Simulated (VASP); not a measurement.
# Na (Cmcm) in VASP: single point with PBE

Aim: the single point of Na with PBE.

Everything below comes from runs of VASP 6.6.1. Logs are shortened: lines on timing, memory, paths and dates and some standing lists are left out, and cuts for length are marked.

## 1. The cell of the first run

The structure is orthorhombic, space group Cmcm (No. 63). Conventional cell: a = 4.216 Å, b = 8.211 Å, c = 7.294 Å, α = 90.00°, β = 90.00°, γ = 90.00°. Na (site symmetry m2m) has 12 Na at 4.22 to 4.62 Å within 5.5 Å.

## 2. Single point, PBE (Rb replaced by Na, lengths x 0.853, strained)

Input file INCAR:

```
  PREC = Accurate
  ENCUT = 520
  EDIFF = 1E-6
  ISMEAR = 0
  SIGMA = 0.1
  LREAL = F
  LASPH = T
  NELM = 80
  ALGO = Fast
  ISIF = 2
  LWAVE = F
  LCHARG = T
  GGA = PE
  LELF = T
  LVHAR = T
  NBANDS = 14
```

Input file KPOINTS:

```
Automatic mesh
0
Gamma
  12 12 6
```

Input file POSCAR:

```
Na
1.0
    2.1081417322     -4.1057374766      0.0000000000
    2.1081417322      4.1057374766      0.0000000000
    0.0000000000      0.0000000000      7.2940344943
Na
2
Direct
    0.8509605651      0.1490394349      0.7500000000
    0.1490394349      0.8509605651      0.2500000000
```

Potentials or basis: VASP PAW PBE potentials, release 64 (Na_pv).

Run with:

```
$ cat potpaw_PBE.64/Na_pv/POTCAR > POTCAR
$ mpirun -np 1 vasp_std > vasp.out
```

OUTCAR:

```text
PREC = Accurate
   ENCUT = 520
   EDIFF = 1E-6
   ISMEAR = 0
   LREAL = F
   LASPH = T
   NELM = 80
   ISIF = 2
   GGA = PE

 ion  position               nearest neighbor table
   1  0.851  0.149  0.750-
   2  0.149  0.851  0.250-

  LATTYP: Found a base centered orthorhombic cell.
 ALAT       =     4.2162834644
 B/A-ratio  =     1.9475623550
 C/A-ratio  =     1.7299677680

  Lattice vectors:

 A1 = (   2.1081417322,  -4.1057374766,   0.0000000000)
 A2 = (   2.1081417322,   4.1057374766,   0.0000000000)
 A3 = (   0.0000000000,   0.0000000000,   7.2940344943)

Analysis of symmetry for initial positions (statically):
=====================================================================
 Subroutine PRICEL returns:
 Original cell was already a primitive cell.

 Routine SETGRP: Setting up the symmetry group for a
 base centered orthorhombic supercell.

 Subroutine GETGRP returns: Found  8 space group operations
 (whereof  4 operations were pure point group operations)
 out of a pool of  8 trial point group operations.

The static configuration has the point symmetry C_2h.
 The point group associated with its full space group is D_2h.

Analysis of symmetry for dynamics (positions and initial velocities):
=====================================================================
 Subroutine PRICEL returns:
 Original cell was already a primitive cell.

 Routine SETGRP: Setting up the symmetry group for a
 base centered orthorhombic supercell.

 Subroutine GETGRP returns: Found  8 space group operations
 (whereof  4 operations were pure point group operations)
 out of a pool of  8 trial point group operations.

The dynamic configuration has the point symmetry C_2h.
 The point group associated with its full space group is D_2h.

 Subroutine INISYM returns: Found  8 space group operations
 (whereof  4 operations are pure point group operations),
 and found     1 'primitive' translations

----------------------------------------------------------------------------------------

                                     Primitive cell

  volume of cell :     126.2667

  direct lattice vectors                    reciprocal lattice vectors
     2.108141732 -4.105737477  0.000000000     0.237175704 -0.121780801  0.000000000
     2.108141732  4.105737477  0.000000000     0.237175704  0.121780801  0.000000000
     0.000000000  0.000000000  7.294034494     0.000000000  0.000000000  0.137098337

  length of vectors
     4.615337668  4.615337668  7.294034494     0.266613725  0.266613725  0.137098337

[... 87 lines left out ...]
   ISYM   =      2    0-nonsym 1-usesym 2-fastsym
   POTIM  = 0.5000    time-step for ionic-motion
   TEBEG  =    0.0;   TEEND  =   0.0 temperature during run
   PSTRESS=    0.0 pullay stress
   NELECT =      14.0000    total number of electrons
   NUPDOWN=      -1.0000    fix difference up-down
   EMIN   =  10.00;   EMAX   =-10.00  energy-range for DOS
   EFERMI =   0.00;   METHOD = LEGACY
   ISMEAR =     0;   SIGMA  =   0.10  broadening in eV -4-tet -1-fermi 0-gaus
   EFERMI_NEDOS =   21; number of points for ismear=-14 and -15
   IALGO  =     68    algorithm
   IMIX   =      4    mixing-type and parameters
     AMIX     =   0.40;   BMIX     =  1.00
     AMIX_MAG =   1.60;   BMIX_MAG =  1.00
  volume/ion in A,a.u.               =      63.13       426.04
  Fermi-wavevector in a.u.,A,eV,Ry     =   0.786480  1.486232  8.415903  0.618551
  Thomas-Fermi vector in A             =   1.891028
   LORBIT       =      0    0 simple, 1 ext, 2 COOP (PROOUT), +10 PAW based schemes
   GGA     = PE    functional components
   LHFCALC =     F    Hartree Fock is set to
   AEXX    =    0.0000 exact exchange contribution
   IVDW    =     0    specifies the selected vdW correction
   LEPSILON=     F    determine dielectric tensor
   LRPA    =     F    only Hartree local field effects (RPA)
 non-spin polarized calculation
 RMM-DIIS sequential band-by-band and
 Gauss-broadening in eV      SIGMA  =   0.10
  energy-cutoff  :      520.00
  volume of cell :      126.27
 maximum number of plane-waves:      3428
 NGX is ok and might be reduce to    36
   NGX = 17   NGY = 17   NGZ = 27

 number of electron      13.9999979 magnetization

 Free energy of the ion-electron system (eV)
  ---------------------------------------------------
  ext. energy  EPLUGINS =         0.00000000
  ---------------------------------------------------
  free energy    TOTEN  =        -2.24226733 eV

  energy without entropy =       -2.23591117  energy(sigma->0) =       -2.23908925

 E-fermi :  -0.8484     XC(G=0):  -5.2696

 val. band max:       -0.8726970204   @ k =   0.1667   0.0000   0.1667
 cond. band min:      -0.8299917940   @ k =   0.5000   0.5000   0.0000
 fundamental gap:      0.0427052263
 Fermi energy:        -0.8483864377

 k-point     1 :       0.0000    0.0000    0.0000
  band No.  band energies     occupation
      1     -26.2694      2.00000
      2     -26.2665      2.00000
      3     -26.2661      2.00000
      4     -26.2661      2.00000
      5     -26.2652      2.00000
      6     -26.2652      2.00000
      7      -3.1504      2.00000
      8      -0.3442      0.00000
      9      -0.2739      0.00000
     10       5.4663      0.00000
     11       5.6672      0.00000
     12       7.0174      0.00000
     13       7.1743      0.00000
     14       7.2016      0.00000
[... 377 lines left out ...]
      1     -26.2692      2.00000
      2     -26.2686      2.00000
      3     -26.2680      2.00000
      4     -26.2671      2.00000
      5     -26.2663      2.00000
      6     -26.2659      2.00000
      7      -1.8466      2.00000
      8       0.9496      0.00000
      9       0.9590      0.00000
     10       1.8354      0.00000
     11       1.9915      0.00000
     12       4.4334      0.00000
     13       4.5209      0.00000
     14       4.8143      0.00000

 [... further k-points ...]
[... 5 lines left out ...]
  --------------------------------------------------------------------------------------
  -------------------------------------------------------------------------------------
  Total       -1.0970650     -1.3120366     -1.1974931      0.0000000     -0.0000000      0.0000000
  in kB      -13.9204784    -16.6482170    -15.1947932      0.0000000     -0.0000000      0.0000000
  external PRESSURE =     -15.2544962 kB  Pullay stress =       0.0000000 kB

 VOLUME and BASIS-vectors are now :
 -----------------------------------------------------------------------------
  energy-cutoff  :      520.00
  volume of cell :      126.27
      direct lattice vectors                 reciprocal lattice vectors
     2.108141732 -4.105737477  0.000000000     0.237175704 -0.121780801  0.000000000
     2.108141732  4.105737477  0.000000000     0.237175704  0.121780801  0.000000000
     0.000000000  0.000000000  7.294034494     0.000000000  0.000000000  0.137098337

 POSITION                                       TOTAL-FORCE (eV/Angst)
 -----------------------------------------------------------------------------------
      2.10814     -2.88190      5.47053         0.000000      0.007391      0.000000
      2.10814      2.88190      1.82351         0.000000     -0.007391     -0.000000
 -----------------------------------------------------------------------------------
    total drift:                                0.000000     -0.000000     -0.000000

  FREE ENERGIE OF THE ION-ELECTRON SYSTEM (eV)
  ---------------------------------------------------
  free  energy   TOTEN  =        -2.2422673280 eV

  energy  without entropy=       -2.2359111720  energy(sigma->0) =       -2.23908925
```

It took 2.3 min on 1 thread of Intel Xeon 6975P-C (Granite Rapids), shared host; peak memory 0.39 GiB.

What came out:

* Free energy: -2.2423 eV
* Pressure: -1.5 GPa
* Largest force: 0.007 eV/Å
* Band gap on the k mesh: zero (bands 7 and 8 overlap by 3.08 eV)

Forces on the atoms (eV/Å):
```
Na   0.000  0.007  0.000
Na   0.000 -0.007  0.000
```

Levels at points of the mesh, in eV from the Fermi level:
| k point | band 5 | band 6 | band 7 | band 8 | band 9 | band 10 |
| --- | --- | --- | --- | --- | --- | --- |
| (0.00, 0.00, 0.00) | -25.42 | -25.42 | -2.30 | 0.50 | 0.57 | 6.31 |
| (0.50, 0.00, 0.00) | -25.42 | -25.42 | 0.34 | 0.43 | 3.02 | 3.08 |
| (0.50, 0.50, 0.00) | -25.42 | -25.42 | -0.12 | 0.02 | 2.61 | 2.74 |
| (0.00, 0.00, 0.50) | -25.42 | -25.42 | -1.58 | -1.58 | 3.99 | 3.99 |
| (0.50, 0.00, 0.50) | -25.42 | -25.42 | 1.01 | 1.01 | 1.16 | 1.16 |
| (0.50, 0.50, 0.50) | -25.42 | -25.42 | 0.58 | 0.58 | 0.72 | 0.72 |

Caveat: the cell differs from its parent crystal (Rb replaced by Na, lengths x 0.853, strained).
